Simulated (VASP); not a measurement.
BeSn2S3: relaxation of cell and atoms with PBE

The system is BeSn2S3.

```
Be Sn S
1.0
     2.15735   -7.24587    0.00000
     2.15735    7.24587    0.00000
     0.00000    0.00000    4.46477
Be Sn S
1 2 3
Cartesian
  0.0000 0.0000 0.0000
  2.1573 5.4344 2.2324
  2.1573 -5.4344 2.2324
  2.1573 0.0000 2.2324
  2.1573 2.6810 0.0000
  2.1573 -2.6810 0.0000
```

The cell was generated, and may not be a known phase.

| Item | Value |
| --- | --- |
| Program | VASP 6.6.1 |
| Task | relaxation of cell and atoms |
| Functional | PBE |
| Potentials or basis | VASP PAW PBE potentials, release 64 (Be, Sn_d, S) |
| Cutoff | 600 eV |
| k mesh | 3 × 3 × 3 |
| Occupations | gaussian, width 0.15 eV |
| Spin | no spin polarisation |
| Dipole correction | no |
| Further INCAR settings | ALGO = Normal; EDIFF = 1e-07; IBRION = 2; EDIFFG = -0.08; NSW = 36; ISIF = 3 |

| Quantity | Value |
| --- | --- |
| Relaxed volume | 22.27 Å³/atom |
| Relaxed cell | a = 10.375 Å, b = 10.375 Å, c = 3.594 Å, α = 90.00°, β = 90.00°, γ = 159.80° |
| Space group after relaxing (to 0.1 Å) | Cmmm (No. 65) |
| Energy gained by relaxing | 494.9 meV/atom |
| Ionic steps | 23 |
| Pressure after relaxing | -0.2 GPa |
| Largest force after relaxing | 0.069 eV/Å |
| Band gap on the k mesh | zero (bands 24 and 25 overlap by 1.17 eV) |

Forces in eV/Å, atoms in the order of the input:
```
Be   0.000  0.000  0.000
Sn   0.000  0.069  0.000
Sn   0.000 -0.069  0.000
S    0.000  0.000  0.000
S    0.000  0.002  0.000
S    0.000 -0.002  0.000
```

Stress tensor (GPa, compression positive):
```
-0.50  0.00  0.00
 0.00  0.13  0.00
 0.00  0.00 -0.17
```

Step by step:
```
step  energy change (eV)  largest force (eV/Å)  pressure (GPa)  volume (Å³)
   1              0.0000                0.7117           -5.56       139.58
   2             -0.8744                1.2200           -1.25       123.62
   3             -1.0409                1.3855            2.22       116.25
   4             -1.0454                1.4523            3.73       113.83
   5             -1.6951                0.7383            4.23       111.65
   6             -1.8916                0.4769            6.96       109.62
   7             -2.3528                0.6535           -1.30       124.41
   8             -2.3588                0.6561           -2.24       127.02
   9             -2.6065                0.7385           -1.32       128.89
  10             -2.6405                0.6984           -0.57       129.48
  11             -2.7693                0.6839            0.58       127.80
  12             -2.8130                0.5445            1.92       126.25
  13             -2.8623                0.2977           -0.10       130.01
  14             -2.8623                0.2890           -0.06       129.92
  15             -2.8810                0.2768           -0.19       130.26
  16             -2.8867                0.2672           -0.30       130.56
  17             -2.9015                0.1771            0.24       129.86
  18             -2.9117                0.1849            1.18       128.72
  19             -2.9199                0.1798            1.03       129.14
  20             -2.9387                0.1629            0.57       130.38
  21             -2.9527                0.1425           -0.24       132.88
  22             -2.9585                0.1218           -0.23       133.06
  23             -2.9697                0.0690           -0.18       133.61
```

Final structure:
```yaml
crystal:
  lattice:
    - [1.81948, -10.21456, 0.00000]
    - [1.81948, 10.21456, 0.00000]
    - [0.00000, 0.00000, 3.59445]
  atoms:
    - { symbol: Be, position: [0.00000, 0.00000, 0.00000] }
    - { symbol: Sn, position: [0.11972, 0.88028, 0.50000] }
    - { symbol: Sn, position: [0.88028, 0.11972, 0.50000] }
    - { symbol: S, position: [0.50000, 0.50000, 0.50000] }
    - { symbol: S, position: [0.33535, 0.66465, 0.00000] }
    - { symbol: S, position: [0.66465, 0.33535, 0.00000] }
```

Levels at points of the mesh, in eV from the Fermi level:
| k point | band 21 | band 22 | band 23 | band 24 | band 25 | band 26 | band 27 | band 28 |
| --- | --- | --- | --- | --- | --- | --- | --- | --- |
| (0.00, 0.00, 0.00) | -2.18 | -2.06 | -1.95 | -0.95 | -0.49 | 2.07 | 2.89 | 4.93 |

Run time: 16 min on 1 thread of Intel(R) Xeon(R) Platinum 8259CL CPU @ 2.50GHz (Skylake/Cascade Lake) (shared host), peak memory 0.37 GiB.

Caveat: the k points lie up to 0.58 Å⁻¹ apart in the final cell, too coarse for converged energies and pressures of a metal; a cell axis changed by over 15 % at a fixed basis, so the end point is rough; spin-orbit coupling is left out, which moves the levels of the heavy elements; the relaxation stopped at a loose force limit of 0.08 eV/Å, so its end isn't a converged minimum.
